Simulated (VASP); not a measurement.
# NaF (Fm-3m) in VASP: further runs, part 2 of 2

VASP 6.6.1. The steps go on from the part before.

## (3) G0W0 quasiparticle levels, PBE

POSCAR reads:

```
NaF
1.0
    0.0000000000      2.2972417931      2.2972417931
    2.2972417931      0.0000000000      2.2972417931
    2.2972417931      2.2972417931      0.0000000000
Na F
1 1
Direct
    0.0000000000      0.0000000000      0.0000000000
    0.5000000000      0.5000000000      0.5000000000
```

INCAR.step1 reads:

```
  PREC = Accurate
  ENCUT = 500
  EDIFF = 1E-8
  ISMEAR = 0
  SIGMA = 0.01
  LREAL = False
  LASPH = True
  NELM = 80
  ALGO = Normal
  LWAVE = True
  LCHARG = False
  GGA = PE
```

INCAR.step2 reads:

```
  PREC = Accurate
  ENCUT = 500
  EDIFF = 1E-8
  ISMEAR = 0
  SIGMA = 0.01
  LREAL = False
  LASPH = True
  NELM = 1
  ALGO = Exact
  LWAVE = True
  LCHARG = False
  GGA = PE
  NBANDS = 47
  LOPTICS = True
  ISTART = 1
```

INCAR.step3 reads:

```
  PREC = Accurate
  ENCUT = 500
  EDIFF = 1E-8
  ISMEAR = 0
  SIGMA = 0.01
  LREAL = False
  LASPH = True
  ALGO = EVGW0
  LWAVE = False
  LCHARG = False
  GGA = PE
  NELMGW = 1
  NBANDS = 47
  ENCUTGW = 80.0
  NOMEGA = 96
  PRECFOCK = Fast
  ISTART = 1
  NBANDSGW = 16
  OMEGAMAX = 30
```

KPOINTS reads:

```
regular mesh
0
Gamma
  6 6 6
```

Potentials or basis: VASP PAW PBE potentials, release 64 (Na_sv_GW, F_GW).

Command:

```bash
> cat potpaw_PBE.64/Na_sv_GW/POTCAR potpaw_PBE.64/F_GW/POTCAR > POTCAR
> cp INCAR.step1 INCAR
> mpirun -np 1 vasp_std > vasp.out
> cp INCAR.step2 INCAR
> mpirun -np 1 vasp_std > vasp.out
> cp INCAR.step3 INCAR
> mpirun -np 1 vasp_std > vasp.out
```

OUTCAR:

```text
PREC = Accurate
   ENCUT = 500
   EDIFF = 1E-8
   ISMEAR = 0
   LREAL = False
   LASPH = True
   GGA = PE
   NELMGW = 1
   ENCUTGW = 80.0
   PRECFOCK = Fast
   ISTART = 1

 ion  position               nearest neighbor table
   1  0.000  0.000  0.000-   2 2.30   2 2.30   2 2.30   2 2.30   2 2.30   2 2.30
   2  0.500  0.500  0.500-   1 2.30   1 2.30   1 2.30   1 2.30   1 2.30   1 2.30

  LATTYP: Found a face centered cubic cell.
 ALAT       =     4.5944835862

  Lattice vectors:

 A1 = (   0.0000000000,   2.2972417931,   2.2972417931)
[... 163 lines left out ...]
   NELMGW              =     1    number of iterations in solving QP/BSE equation
   NELMHF              =     1    number of iterations in the inner HF iteration
   NKREDLFX            =     1    NKREDLFY  =   1   NKREDLFZ  =   1
 non-spin polarized calculation
 Gauss-broadening in eV      SIGMA  =   0.01
  energy-cutoff  :      500.00
  volume of cell :       24.25
 maximum number of plane-waves:       636
  NGX = 14; NGY = 14; NGZ = 14
   NGX = 11   NGY = 11   NGZ = 11
 maximum number of plane-waves:        51
 NGX is ok and might be reduce to    10

 QP shifts <psi_nk| G(iteration)W_0 |psi_nk>: iteration 1
 for sc-GW calculations column KS-energies equals QP-energies in previous step
 and V_xc(KS)=  KS-energies - (<T + V_ion + V_H > + <T+V_H+V_ion>^1  + <V_x>^1)

 k-point   1 :       0.0000    0.0000    0.0000
  band No.  KS-energies  QP-energies   sigma(KS)   V_xc(KS)     V^pw_x(r,r')   Z            occupation Imag(sigma)

      1     -48.6920     -60.4440     -43.4725     -29.2468     -49.1133       0.8261       2.0000       0.3204
      2     -20.9056     -25.4943     -29.0156     -22.6983     -36.8146       0.7264       2.0000       0.8037
      3     -20.5764     -27.9599     -36.9867     -28.3998     -41.4656       0.8599       2.0000       0.0755
      4     -20.5764     -27.9599     -36.9867     -28.3998     -41.4656       0.8599       2.0000       0.0755
      5     -20.5764     -27.9599     -36.9867     -28.3998     -41.4656       0.8599       2.0000       0.0755
      6      -1.7073      -4.3866     -25.6951     -22.3726     -30.2116       0.8064       2.0000       0.0843
[... 295 lines left out ...]
      2     -21.0510     -26.8384     -32.6017     -25.1925     -38.8336       0.7811       2.0000       0.4497
      3     -20.7059     -28.0357     -36.6638     -28.0857     -41.1250       0.8545       2.0000       0.0866
      4     -20.6581     -28.0025     -36.7883     -28.2069     -41.2564       0.8558       2.0000       0.0822
      5     -20.2026     -26.1341     -33.7396     -26.2618     -39.7623       0.7932       2.0000       0.3801
      6      -2.8192      -5.7830     -23.9503     -20.2633     -28.2740       0.8039       2.0000       0.0927
[... 8 lines left out ...]
     15      24.7494      26.7117      -5.9769      -8.2332      -2.4209       0.8697       0.0000      -0.3294
     16      27.0724      29.9719      -7.3552     -10.6230      -3.8687       0.8873       0.0000      -0.2780
```

OUTCAR.step1:

```text
PREC = Accurate
   ENCUT = 500
   EDIFF = 1E-8
   ISMEAR = 0
   LREAL = False
[... 450 lines left out ...]
      0.00000      0.00000      0.00000        -0.000000     -0.000000     -0.000000
      2.29724      2.29724      2.29724         0.000000      0.000000      0.000000
 -----------------------------------------------------------------------------------
    total drift:                                0.000000     -0.000000      0.000000

  FREE ENERGIE OF THE ION-ELECTRON SYSTEM (eV)
  ---------------------------------------------------
  free  energy   TOTEN  =       -10.6358108599 eV

  energy  without entropy=      -10.6358108599  energy(sigma->0) =      -10.63581086
```

OUTCAR.step2:

```text
PREC = Accurate
   ENCUT = 500
   EDIFF = 1E-8
   ISMEAR = 0
   LREAL = False
[... 912 lines left out ...]
     0.00000     1.89188     1.89188     1.89188     0.00000     0.00000    -0.00000
     1.52017     1.90410     1.90410     1.90410     0.00000     0.00000    -0.00000
     3.04034     1.94533     1.94533     1.94533     0.00000     0.00000    -0.00000
     4.56051     2.03471     2.03471     2.03471     0.00000     0.00000    -0.00000
     6.08068     2.29147     2.29147     2.29147    -0.00000     0.00000    -0.00000
     7.60085     2.07549     2.07549     2.07549     0.00000     0.00000    -0.00000
[... 92 lines left out ...]
   148.97664     0.96884     0.96884     0.96884    -0.00000    -0.00000     0.00000
   150.49681     0.96959     0.96959     0.96959    -0.00000    -0.00000     0.00000
```

It took 3.1 min on 1 thread of Intel Xeon 8259CL, shared host; peak memory 0.3 GiB.

Results:

```
Quasiparticle gap                                   : 10.65 eV
Least direct quasiparticle gap                      : 10.65 eV
Band gap of the starting levels on the mesh         : 6.47 eV
Least direct gap of the starting levels on the mesh : 6.47 eV
```

Caveat: the k points lie up to 0.39 Å⁻¹ apart; bands, screening cutoff and mesh are small and nothing is extrapolated, so the quasiparticle values aren't converged.

## (4) G0W0 quasiparticle levels, LDA

POSCAR is that of step 3.

INCAR.step1 reads:

```
SYSTEM = NaF
PREC = Accurate ; ENCUT = 500
EDIFF = 1E-8 ; ISMEAR = 0
SIGMA = 0.01 ; LREAL = .FALSE.
LASPH = .TRUE. ; NELM = 100
ALGO = Normal ; LWAVE = .TRUE.
LCHARG = .FALSE. ; GGA = CA
```

INCAR.step2 reads:

```
SYSTEM = NaF
PREC = Accurate ; ENCUT = 500
EDIFF = 1E-8 ; ISMEAR = 0
SIGMA = 0.01 ; LREAL = .FALSE.
LASPH = .TRUE. ; NELM = 1
ALGO = Exact ; LWAVE = .TRUE.
LCHARG = .FALSE. ; GGA = CA
NBANDS = 99 ; LOPTICS = .TRUE.
ISTART = 1
```

INCAR.step3 reads:

```
SYSTEM = NaF
PREC = Accurate ; ENCUT = 500
EDIFF = 1E-8 ; ISMEAR = 0
SIGMA = 0.01 ; LREAL = .FALSE.
LASPH = .TRUE. ; ALGO = EVGW0
LWAVE = .FALSE. ; LCHARG = .FALSE.
GGA = CA ; NELMGW = 1
NBANDS = 99 ; ENCUTGW = 140.0
NOMEGA = 96 ; PRECFOCK = Fast
ISTART = 1 ; NBANDSGW = 16
OMEGAMAX = 20
```

KPOINTS reads:

```
regular mesh
0
G
  6 6 6
  0 0 0
```

Potentials or basis: VASP PAW LDA potentials, release 64 (Na_sv_GW, F_GW).

Command:

```bash
> cat potpaw_LDA.64/Na_sv_GW/POTCAR potpaw_LDA.64/F_GW/POTCAR > POTCAR
> cp INCAR.step1 INCAR
> mpirun -np 1 vasp_std > vasp.out
> cp INCAR.step2 INCAR
> mpirun -np 1 vasp_std > vasp.out
> cp INCAR.step3 INCAR
> mpirun -np 1 vasp_std > vasp.out
```

OUTCAR:

```text
SYSTEM = NaF
   PREC = Accurate
   ENCUT = 500
   EDIFF = 1E-8
   ISMEAR = 0
   LREAL = .FALSE.
   LASPH = .TRUE.
   GGA = CA
   NELMGW = 1
   ENCUTGW = 140.0
   PRECFOCK = Fast
   ISTART = 1

 ion  position               nearest neighbor table
   1  0.000  0.000  0.000-   2 2.30   2 2.30   2 2.30   2 2.30   2 2.30   2 2.30
   2  0.500  0.500  0.500-   1 2.30   1 2.30   1 2.30   1 2.30   1 2.30   1 2.30

  LATTYP: Found a face centered cubic cell.
 ALAT       =     4.5944835862

  Lattice vectors:

 A1 = (   0.0000000000,   2.2972417931,   2.2972417931)
 A2 = (   2.2972417931,   0.0000000000,   2.2972417931)
 A3 = (   2.2972417931,   2.2972417931,   0.0000000000)

Analysis of symmetry for initial positions (statically):
=====================================================================
 Subroutine PRICEL returns:
 Original cell was already a primitive cell.

 Routine SETGRP: Setting up the symmetry group for a
 face centered cubic supercell.

 Subroutine GETGRP returns: Found 48 space group operations
 (whereof 48 operations were pure point group operations)
 out of a pool of 48 trial point group operations.

The static configuration has the point symmetry O_h .

Analysis of symmetry for dynamics (positions and initial velocities):
=====================================================================
 Subroutine PRICEL returns:
 Original cell was already a primitive cell.

 Routine SETGRP: Setting up the symmetry group for a
 face centered cubic supercell.

 Subroutine GETGRP returns: Found 48 space group operations
 (whereof 48 operations were pure point group operations)
 out of a pool of 48 trial point group operations.

The dynamic configuration has the point symmetry O_h .

 Subroutine INISYM returns: Found 48 space group operations
 (whereof 48 operations are pure point group operations),
 and found     1 'primitive' translations

----------------------------------------------------------------------------------------

                                     Primitive cell

  volume of cell :      24.2466

  direct lattice vectors                    reciprocal lattice vectors
     0.000000000  2.297241793  2.297241793    -0.217652317  0.217652317  0.217652317
     2.297241793  0.000000000  2.297241793     0.217652317 -0.217652317  0.217652317
     2.297241793  2.297241793  0.000000000     0.217652317  0.217652317 -0.217652317

  length of vectors
     3.248790500  3.248790500  3.248790500     0.376984872  0.376984872  0.376984872

  position of ions in fractional coordinates (direct lattice)
     0.000000000  0.000000000  0.000000000
     0.500000000  0.500000000  0.500000000

  ion indices of the primitive-cell ions
   primitive index   ion index
                 1           1
                 2           2

----------------------------------------------------------------------------------------

 KPOINTS: regular mesh

Automatic generation of k-mesh.
 Grid dimensions read from file:
 generate k-points for:    6    6    6

 Generating k-lattice:

  Cartesian coordinates                     Fractional coordinates (reciprocal lattice)
    -0.036275386  0.036275386  0.036275386     0.166666667  0.000000000  0.000000000
     0.036275386 -0.036275386  0.036275386     0.000000000  0.166666667  0.000000000
     0.036275386  0.036275386 -0.036275386     0.000000000  0.000000000  0.166666667

  Length of vectors
     0.062830812  0.062830812  0.062830812

  Shift w.r.t. Gamma in fractional coordinates (k-lattice)
     0.000000000  0.000000000  0.000000000

 Subroutine IBZKPT returns following result:
 ===========================================

 Found     16 irreducible k-points:

 Following reciprocal coordinates:
            Coordinates               Weight
  0.000000  0.000000  0.000000      1.000000
  0.166667  0.000000  0.000000      8.000000
  0.333333  0.000000  0.000000      8.000000
  0.500000  0.000000  0.000000      4.000000
  0.166667  0.166667  0.000000      6.000000
  0.333333  0.166667  0.000000     24.000000
[... 8 lines left out ...]
 -0.333333  0.333333  0.166667     24.000000
 -0.333333  0.500000  0.166667     12.000000
   k-points           NKPTS =     16   k-points in BZ     NKDIM =    216   number of bands    NBANDS=     99
   number of dos      NEDOS =    301   number of ions     NIONS =      2
   total plane-waves  NPLWV =  13824
   dimension x,y,z NGX =    24 NGY =   24 NGZ =   24
   dimension x,y,z NGXF=    48 NGYF=   48 NGZF=   48
   ions per type =               1   1
   NGX,Y,Z   is equivalent  to a cutoff of  12.28, 12.28, 12.28 a.u.
   NGXF,Y,Z  is equivalent  to a cutoff of  24.56, 24.56, 24.56 a.u.
 SYSTEM =  NaF
   PREC   = accura    normal or accurate (medium, high low for compatibility)
   ISTART =      1    job   : 0-new  1-cont  2-samecut
   ICHARG =      0    charge: 1-file 2-atom 10-const
   ISPIN  =      1    spin polarized calculation?
   LNONCOLLINEAR =      F non collinear calculations
   LSORBIT =      F    spin-orbit coupling
   LASPH  =      T    aspherical Exc in radial PAW
   ENCUT  =  500.0 eV  36.75 Ry    6.06 a.u.   5.92  5.92  5.92*2*pi/ulx,y,z
   NELM   =     60;   NELMIN=  2; NELMDL=  0     # of ELM steps
   EDIFF  = 0.1E-07   stopping-criterion for ELM
   LREAL  =      F    real-space projection
   EDIFFG = 0.1E-06   stopping-criterion for IOM
   NSW    =      0    number of steps for IOM
   IBRION =     -1    ionic relax: 0-MD 1-quasi-New 2-CG
   NFREE  =      0    steps in history (QN), initial steepest desc. (CG)
   ISIF   =      0    stress and relaxation
   ISYM   =      3    0-nonsym 1-usesym 2-fastsym
   POTIM  = 0.5000    time-step for ionic-motion
   TEBEG  =    0.0;   TEEND  =   0.0 temperature during run
   PSTRESS=    0.0 pullay stress
   NELECT =      16.0000    total number of electrons
   NUPDOWN=      -1.0000    fix difference up-down
   EMIN   =  10.00;   EMAX   =-10.00  energy-range for DOS
   EFERMI =   0.00;   METHOD = LEGACY
   ISMEAR =     0;   SIGMA  =   0.01  broadening in eV -4-tet -1-fermi 0-gaus
   EFERMI_NEDOS =   21; number of points for ismear=-14 and -15
   IALGO  =     38    algorithm
   IMIX   =      4    mixing-type and parameters
     AMIX     =   0.40;   BMIX     =  1.00
     AMIX_MAG =   1.60;   BMIX_MAG =  1.00
  volume/ion in A,a.u.               =      12.12        81.81
  Fermi-wavevector in a.u.,A,eV,Ry     =   1.425273  2.693376 27.638925  2.031404
  Thomas-Fermi vector in A             =   2.545675
   LORBIT       =      0    0 simple, 1 ext, 2 COOP (PROOUT), +10 PAW based schemes
   GGA     = CA    functional components
   LHFCALC =     T    Hartree Fock is set to
   PRECFOCK=fast      Normal, Fast or Accurate (Low or Medium for compatibility)
   ENCUT4O =  -1.0   cutoff for four orbital integrals eV
   NKREDX  =     1    reduce k-point grid by
   NKREDY  =     1    reduce k-point grid by
   NKREDZ  =     1    reduce k-point grid by
   AEXX    =    1.0000 exact exchange contribution
   HFSCREEN=    0.0000 screening length (either q_TF or 0.3 A-1)
   HFSCREENC=   0.0000 screening length for correlation (either q_TF or 0.3 A-1)
   ENCUTFOCK=  -1.0 apply spherical cutoff to Coloumb kernel
   IVDW    =     0    specifies the selected vdW correction
   LEPSILON=     F    determine dielectric tensor
   LRPA    =     F    only Hartree local field effects (RPA)
   LRPAFORCE           =     F    calculate RPA forces
   ENCUTGW             = 140.0    cutoff for response function in eV
   ENCUTGWSOFT         = 112.0    soft cutoff for Coulomb kernel in GW response function in eV
   ENCUTLF             =  -1.0    cutoff for local field effects
   NELMGW              =     1    number of iterations in solving QP/BSE equation
   NELMHF              =     1    number of iterations in the inner HF iteration
   NKREDLFX            =     1    NKREDLFY  =   1   NKREDLFZ  =   1
 non-spin polarized calculation
 Gauss-broadening in eV      SIGMA  =   0.01
  energy-cutoff  :      500.00
  volume of cell :       24.25
 maximum number of plane-waves:       636
  NGX = 14; NGY = 14; NGZ = 14
   NGX = 11   NGY = 11   NGZ = 11
 maximum number of plane-waves:        95
 NGX is ok and might be reduce to    14

 QP shifts <psi_nk| G(iteration)W_0 |psi_nk>: iteration 1
 for sc-GW calculations column KS-energies equals QP-energies in previous step
 and V_xc(KS)=  KS-energies - (<T + V_ion + V_H > + <T+V_H+V_ion>^1  + <V_x>^1)

 k-point   1 :       0.0000    0.0000    0.0000
  band No.  KS-energies  QP-energies   sigma(KS)   V_xc(KS)     V^pw_x(r,r')   Z            occupation Imag(sigma)

      1     -48.2316     -58.4647     -41.1838     -28.4106     -48.8123       0.8011       2.0000       0.1905
      2     -20.8604     -25.0427     -27.9997     -22.1519     -36.5073       0.7152       2.0000       0.7401
      3     -20.7544     -27.0918     -35.8073     -28.2921     -41.3366       0.8433       2.0000       0.0340
      4     -20.7544     -27.0918     -35.8073     -28.2921     -41.3366       0.8433       2.0000       0.0340
      5     -20.7544     -27.0918     -35.8073     -28.2921     -41.3366       0.8433       2.0000       0.0340
      6      -2.0737      -4.5473     -25.5038     -22.4030     -30.0892       0.7977       2.0000       0.0451
[... 8 lines left out ...]
     15      21.7499      24.3969      -6.4190      -9.4586      -2.8287       0.8708       0.0000      -0.1021
     16      24.7320      28.0061      -8.7421     -12.5380      -4.6371       0.8625       0.0000      -0.3140
[... 284 lines left out ...]
      1     -48.2098     -58.4895     -41.2278     -28.4487     -48.8569       0.8044       2.0000       0.1862
      2     -21.1381     -26.5176     -32.5196     -25.6533     -39.2125       0.7835       2.0000       0.3073
      3     -20.8934     -27.1908     -35.4743     -27.9675     -40.9688       0.8389       2.0000       0.0444
      4     -20.8419     -27.1513     -35.6029     -28.0933     -41.1112       0.8402       2.0000       0.0403
      5     -20.2276     -25.1215     -31.6266     -25.1477     -38.9770       0.7554       2.0000       0.4199
      6      -3.2358      -5.9200     -23.6850     -20.3061     -28.0709       0.7944       2.0000       0.0487
[... 8 lines left out ...]
     15      23.9496      27.0765      -8.1253     -11.6662      -4.2328       0.8831       0.0000      -0.3142
     16      26.2868      29.5019      -7.7892     -11.4226      -3.8836       0.8849       0.0000      -0.2912
```

Run time: 2.8 min. Hardware: 1 thread of Intel Xeon 6975P-C (Granite Rapids), shared host; peak memory 0.47 GiB.

What came out:

```
Quasiparticle gap                                   : 10.59 eV
Least direct quasiparticle gap                      : 10.59 eV
Band gap of the starting levels on the mesh         : 6.11 eV
Least direct gap of the starting levels on the mesh : 6.11 eV
```

Caveat: the k points lie up to 0.39 Å⁻¹ apart; bands, screening cutoff and mesh are small and nothing is extrapolated, so the quasiparticle values aren't converged.
